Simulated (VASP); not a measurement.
# TaTl (F-43m) in VASP: notebook

Runs on TaTl. Level: PBE. Tasks: relaxation of cell and atoms, single point.

Everything below comes from runs of VASP 6.6.1. Logs are shortened: lines on timing, memory, paths and dates and some standing lists are left out, and cuts for length are marked.

## (1) The cell of the first run

It takes space group F-43m (No. 216, cubic). The conventional cell has a = 5.891 Å, b = 5.891 Å, c = 5.891 Å, α = 90.00°, β = 90.00°, γ = 90.00°. Within 3.4 Å of Ta (site symmetry -43m) lie 4 Tl at 2.55 Å. Within 3.4 Å of Tl (site symmetry -43m) lie 4 Ta at 2.55 Å.

## (2) Relaxation of cell and atoms, PBE

Contents of INCAR:

```
SYSTEM = TaTl
PREC = Accurate
ENCUT = 600
EDIFF = 1E-6
ISMEAR = 0
SIGMA = 0.1
LREAL = .False.
LASPH = .True.
NELM = 60
ALGO = Normal
ISIF = 3
LWAVE = .False.
LCHARG = .False.
GGA = PE
IBRION = 2
NSW = 90
EDIFFG = -0.04
```

Contents of KPOINTS:

```
regular mesh
0
Gamma
  6 6 6
  0 0 0
```

Contents of POSCAR:

```
TaTl
1.0
    0.0000000000      2.9457291755      2.9457291755
    2.9457291755      0.0000000000      2.9457291755
    2.9457291755      2.9457291755      0.0000000000
Ta Tl
1 1
Direct
    0.0000000000      0.0000000000      0.0000000000
    0.7500000000      0.7500000000      0.7500000000
```

Potentials or basis: VASP PAW PBE potentials, release 64 (Ta_pv, Tl_d).

Command:

```bash
> cat potpaw_PBE.64/Ta_pv/POTCAR potpaw_PBE.64/Tl_d/POTCAR > POTCAR
> mpirun -np 1 vasp_std > vasp.out
```

OUTCAR:

```text
SYSTEM = TaTl
   PREC = Accurate
   ENCUT = 600
   EDIFF = 1E-6
   ISMEAR = 0
   LREAL = .False.
   LASPH = .True.
   NELM = 60
   ISIF = 3
   GGA = PE
   IBRION = 2
   NSW = 90
   EDIFFG = -0.04

 ion  position               nearest neighbor table
   1  0.000  0.000  0.000-   2 2.55   2 2.55   2 2.55   2 2.55
   2  0.750  0.750  0.750-   1 2.55   1 2.55   1 2.55   1 2.55

  LATTYP: Found a face centered cubic cell.
 ALAT       =     5.8914583510

  Lattice vectors:

 A1 = (   0.0000000000,   2.9457291755,   2.9457291755)
 A2 = (   2.9457291755,   0.0000000000,   2.9457291755)
 A3 = (   2.9457291755,   2.9457291755,   0.0000000000)

Analysis of symmetry for initial positions (statically):
=====================================================================
 Subroutine PRICEL returns:
 Original cell was already a primitive cell.

 Routine SETGRP: Setting up the symmetry group for a
 face centered cubic supercell.

 Subroutine GETGRP returns: Found 24 space group operations
 (whereof 24 operations were pure point group operations)
 out of a pool of 48 trial point group operations.

The static configuration has the point symmetry T_d .

Analysis of symmetry for dynamics (positions and initial velocities):
=====================================================================
 Subroutine PRICEL returns:
 Original cell was already a primitive cell.

 Routine SETGRP: Setting up the symmetry group for a
 face centered cubic supercell.

 Subroutine GETGRP returns: Found 24 space group operations
 (whereof 24 operations were pure point group operations)
 out of a pool of 48 trial point group operations.

The dynamic configuration has the point symmetry T_d .

 Subroutine INISYM returns: Found 24 space group operations
 (whereof 24 operations are pure point group operations),
 and found     1 'primitive' translations

----------------------------------------------------------------------------------------

                                     Primitive cell

  volume of cell :      51.1221

  direct lattice vectors                    reciprocal lattice vectors
     0.000000000  2.945729175  2.945729175    -0.169737260  0.169737260  0.169737260
     2.945729175  0.000000000  2.945729175     0.169737260 -0.169737260  0.169737260
     2.945729175  2.945729175  0.000000000     0.169737260  0.169737260 -0.169737260

  length of vectors
     4.165890151  4.165890151  4.165890151     0.293993559  0.293993559  0.293993559

  position of ions in fractional coordinates (direct lattice)
     0.000000000  0.000000000  0.000000000
     0.750000000  0.750000000  0.750000000

  ion indices of the primitive-cell ions
   primitive index   ion index
                 1           1
                 2           2

----------------------------------------------------------------------------------------

 KPOINTS: regular mesh

Automatic generation of k-mesh.
 Grid dimensions read from file:
 generate k-points for:    6    6    6

 Generating k-lattice:

  Cartesian coordinates                     Fractional coordinates (reciprocal lattice)
    -0.028289543  0.028289543  0.028289543     0.166666667  0.000000000  0.000000000
     0.028289543 -0.028289543  0.028289543     0.000000000  0.166666667  0.000000000
     0.028289543  0.028289543 -0.028289543     0.000000000  0.000000000  0.166666667

  Length of vectors
     0.048998926  0.048998926  0.048998926

  Shift w.r.t. Gamma in fractional coordinates (k-lattice)
     0.000000000  0.000000000  0.000000000

 Subroutine IBZKPT returns following result:
 ===========================================

 Found     16 irreducible k-points:

 Following reciprocal coordinates:
            Coordinates               Weight
  0.000000  0.000000  0.000000      1.000000
  0.166667  0.000000  0.000000      8.000000
  0.333333  0.000000  0.000000      8.000000
  0.500000  0.000000  0.000000      4.000000
  0.166667  0.166667  0.000000      6.000000
  0.333333  0.166667  0.000000     24.000000
[... 8 lines left out ...]
 -0.333333  0.333333  0.166667     24.000000
 -0.333333  0.500000  0.166667     12.000000
   k-points           NKPTS =     16   k-points in BZ     NKDIM =     16   number of bands    NBANDS=     16
   number of dos      NEDOS =    301   number of ions     NIONS =      2
   total plane-waves  NPLWV =  46656
   dimension x,y,z NGX =    36 NGY =   36 NGZ =   36
   dimension x,y,z NGXF=    72 NGYF=   72 NGZF=   72
   ions per type =               1   1
   NGX,Y,Z   is equivalent  to a cutoff of  14.37, 14.37, 14.37 a.u.
   NGXF,Y,Z  is equivalent  to a cutoff of  28.73, 28.73, 28.73 a.u.
 SYSTEM =  TaTl
   PREC   = accura    normal or accurate (medium, high low for compatibility)
   ISTART =      0    job   : 0-new  1-cont  2-samecut
   ICHARG =      2    charge: 1-file 2-atom 10-const
   ISPIN  =      1    spin polarized calculation?
   LNONCOLLINEAR =      F non collinear calculations
   LSORBIT =      F    spin-orbit coupling
   LASPH  =      T    aspherical Exc in radial PAW
   ENCUT  =  600.0 eV  44.10 Ry    6.64 a.u.   8.32  8.32  8.32*2*pi/ulx,y,z
   NELM   =     60;   NELMIN=  2; NELMDL= -5     # of ELM steps
   EDIFF  = 0.1E-05   stopping-criterion for ELM
   LREAL  =      F    real-space projection
   EDIFFG = -.4E-01   stopping-criterion for IOM
   NSW    =     90    number of steps for IOM
   IBRION =      2    ionic relax: 0-MD 1-quasi-New 2-CG
   NFREE  =      1    steps in history (QN), initial steepest desc. (CG)
   ISIF   =      3    stress and relaxation
   ISYM   =      2    0-nonsym 1-usesym 2-fastsym
   POTIM  = 0.5000    time-step for ionic-motion
   TEBEG  =    0.0;   TEEND  =   0.0 temperature during run
   PSTRESS=    0.0 pullay stress
   NELECT =      24.0000    total number of electrons
   NUPDOWN=      -1.0000    fix difference up-down
   EMIN   =  10.00;   EMAX   =-10.00  energy-range for DOS
   EFERMI =   0.00;   METHOD = LEGACY
   ISMEAR =     0;   SIGMA  =   0.10  broadening in eV -4-tet -1-fermi 0-gaus
   EFERMI_NEDOS =   21; number of points for ismear=-14 and -15
   IALGO  =     38    algorithm
   IMIX   =      4    mixing-type and parameters
     AMIX     =   0.40;   BMIX     =  1.00
     AMIX_MAG =   1.60;   BMIX_MAG =  1.00
  volume/ion in A,a.u.               =      25.56       172.49
  Fermi-wavevector in a.u.,A,eV,Ry     =   1.272357  2.404407 22.026379  1.618893
  Thomas-Fermi vector in A             =   2.405240
   LORBIT       =      0    0 simple, 1 ext, 2 COOP (PROOUT), +10 PAW based schemes
   GGA     = PE    functional components
   LHFCALC =     F    Hartree Fock is set to
   AEXX    =    0.0000 exact exchange contribution
   IVDW    =     0    specifies the selected vdW correction
   LEPSILON=     F    determine dielectric tensor
   LRPA    =     F    only Hartree local field effects (RPA)
 conjugate gradient relaxation of ions
 non-spin polarized calculation
 Gauss-broadening in eV      SIGMA  =   0.10
  energy-cutoff  :      600.00
  volume of cell :       51.12
 maximum number of plane-waves:      1724
 NGX is ok and might be reduce to    36
   NGX = 17   NGY = 17   NGZ = 17

--------------------------------------- Ionic step        1  -------------------------------------------

 number of electron      24.0000001 magnetization

 Free energy of the ion-electron system (eV)
  ---------------------------------------------------
  ext. energy  EPLUGINS =         0.00000000
  ---------------------------------------------------
  free energy    TOTEN  =        -9.21589039 eV

  energy without entropy =       -9.21432036  energy(sigma->0) =       -9.21510537

 E-fermi :   5.4027     XC(G=0): -10.5460

 val. band max:        5.4026537495   @ k =   0.3333   0.3333   0.0000
 cond. band min:       5.6958881652   @ k =  -0.3333   0.3333   0.1667
 fundamental gap:      0.2932344157
 Fermi energy:         5.4026545002

 k-point     1 :       0.0000    0.0000    0.0000
  band No.  band energies     occupation
      1     -29.8173      2.00000
      2     -29.8173      2.00000
      3     -29.8173      2.00000
      4      -6.7256      2.00000
      5      -6.7256      2.00000
      6      -6.7256      2.00000
[... 8 lines left out ...]
     15      10.7812      0.00000
     16      14.3287      0.00000
[... 377 lines left out ...]
 POSITION                                       TOTAL-FORCE (eV/Angst)
 -----------------------------------------------------------------------------------
      0.00000      0.00000      0.00000        -0.000000     -0.000000     -0.000000
      4.73617      4.73617      4.73617         0.000000      0.000000      0.000000
 -----------------------------------------------------------------------------------
    total drift:                               -0.000000     -0.000000     -0.000000

  FREE ENERGIE OF THE ION-ELECTRON SYSTEM (eV)
  ---------------------------------------------------
  free  energy   TOTEN  =        -9.7859059003 eV

  energy  without entropy=       -9.7827894325  energy(sigma->0) =       -9.78434767

--------------------------------------- Ionic step        4  -------------------------------------------

 number of electron      24.0000000 magnetization

 Free energy of the ion-electron system (eV)
  ---------------------------------------------------
  ext. energy  EPLUGINS =         0.00000000
  ---------------------------------------------------
  free energy    TOTEN  =        -9.78630163 eV

  energy without entropy =       -9.78327273  energy(sigma->0) =       -9.78478718

 E-fermi :   3.6750     XC(G=0):  -9.5674

 val. band max:        3.5698619101   @ k =   0.5000   0.5000   0.0000
 cond. band min:       3.6890063512   @ k =   0.3333   0.3333   0.0000
 fundamental gap:      0.1191444411
 Fermi energy:         3.6750415717

 k-point     1 :       0.0000    0.0000    0.0000
  band No.  band energies     occupation
      1     -31.7318      2.00000
      2     -31.7318      2.00000
      3     -31.7318      2.00000
      4      -7.7963      2.00000
      5      -7.7963      2.00000
      6      -7.7963      2.00000
[... 8 lines left out ...]
     15       8.0159      0.00000
     16      11.5146      0.00000
[... 305 lines left out ...]
 POSITION                                       TOTAL-FORCE (eV/Angst)
 -----------------------------------------------------------------------------------
      0.00000      0.00000      0.00000         0.000000     -0.000000      0.000000
      4.72930      4.72930      4.72930        -0.000000      0.000000     -0.000000
 -----------------------------------------------------------------------------------
    total drift:                               -0.000000     -0.000000     -0.000000

  FREE ENERGIE OF THE ION-ELECTRON SYSTEM (eV)
  ---------------------------------------------------
  free  energy   TOTEN  =        -9.7863016338 eV

  energy  without entropy=       -9.7832727258  energy(sigma->0) =       -9.78478718

 reached required accuracy - stopping structural energy minimisation
```

Run time: 96 s. Hardware: 1 thread of Intel Xeon Platinum 8375C at 2.90GHz (Ice Lake), shared host; peak memory 0.22 GiB.

Results:

* Free energy: -9.7863 eV
* Relaxed volume: 31.34 Å³/atom
* Relaxed cell: a = 4.459 Å, b = 4.459 Å, c = 4.459 Å, α = 60.00°, β = 60.00°, γ = 60.00°
* Space group after relaxing (to 0.05 Å): F-43m (No. 216)
* Energy gained by relaxing: 285.2 meV/atom
* Ionic steps: 4
* Pressure after relaxing: -0.1 GPa
* Band gap on the k mesh: zero (band 12 reaches 3.93 eV, above the bottom of band 13 at 3.69 eV)

Step by step:
| step | energy change (eV) | largest force (eV/Å) | pressure (GPa) | volume (Å³) |
| --- | --- | --- | --- | --- |
| 1 | 0.0000 | 0.0000 | 19.48 | 51.12 |
| 2 | -0.1421 | 0.0000 | -7.23 | 77.74 |
| 3 | -0.5700 | 0.0000 | -0.35 | 62.96 |
| 4 | -0.5704 | 0.0000 | -0.10 | 62.68 |

Final structure:
```
Ta Tl
1.0
     0.00000    3.15287    3.15287
     3.15287    0.00000    3.15287
     3.15287    3.15287    0.00000
Ta Tl
1 1
Direct
  0.00000 0.00000 0.00000
  0.75000 0.75000 0.75000
```

Caveat: the volume moved by over 15 % at a fixed basis, so the end points are rough; spin-orbit coupling is left out, which moves the levels of the heavy elements.

## (3) Single point, PBE

This run uses another cell than the first one, of 31.33 Å³/atom, 1.226 times its volume.

Contents of INCAR:

```
SYSTEM = TaTl
PREC = Accurate ; ENCUT = 520
EDIFF = 1E-7 ; ISMEAR = 0
SIGMA = 0.1 ; LREAL = .FALSE.
LASPH = .TRUE. ; NELM = 60
ALGO = Fast ; ISIF = 2
LWAVE = .FALSE. ; LCHARG = .FALSE.
GGA = PE ; NBANDS = 19
```

Contents of KPOINTS:

```
regular mesh
0
G
  16 16 16
  0 0 0
```

Contents of POSCAR:

```
TaTl
1.0
    0.0000000000      3.1525345433      3.1525345433
    3.1525345433      0.0000000000      3.1525345433
    3.1525345433      3.1525345433      0.0000000000
Ta Tl
1 1
Direct
    0.0000000000      0.0000000000      0.0000000000
    0.2500000000      0.2500000000      0.2500000000
```

Potentials or basis: VASP PAW PBE potentials, release 64 (Ta_pv, Tl_d).

Command:

```bash
> cat potpaw_PBE.64/Ta_pv/POTCAR potpaw_PBE.64/Tl_d/POTCAR > POTCAR
> mpirun -np 1 vasp_std > vasp.out
```

Run time: 5.2 min. Hardware: 1 thread of Intel Xeon Platinum 8375C at 2.90GHz (Ice Lake), shared host; peak memory 0.33 GiB.

The run converged. Its results:

```
Free energy            : -9.7706 eV
Pressure               : 0.0 GPa
Band gap on the k mesh : zero (band 12 reaches 3.93 eV, above the bottom of band 13 at 3.61 eV)
```

Levels at points of the mesh, in eV from the Fermi level:
```tsv
k point	band 10	band 11	band 12	band 13	band 14	band 15
(0.00, 0.00, 0.00)	-1.24	-1.24	-1.24	0.70	0.70	4.36
(0.50, 0.00, 0.00)	-2.73	-0.94	-0.94	0.84	0.84	0.87
(0.50, 0.50, 0.00)	-3.18	-0.09	0.27	0.27	0.66	0.95
```

Caveat: spin-orbit coupling is left out, which moves the levels of the heavy elements.
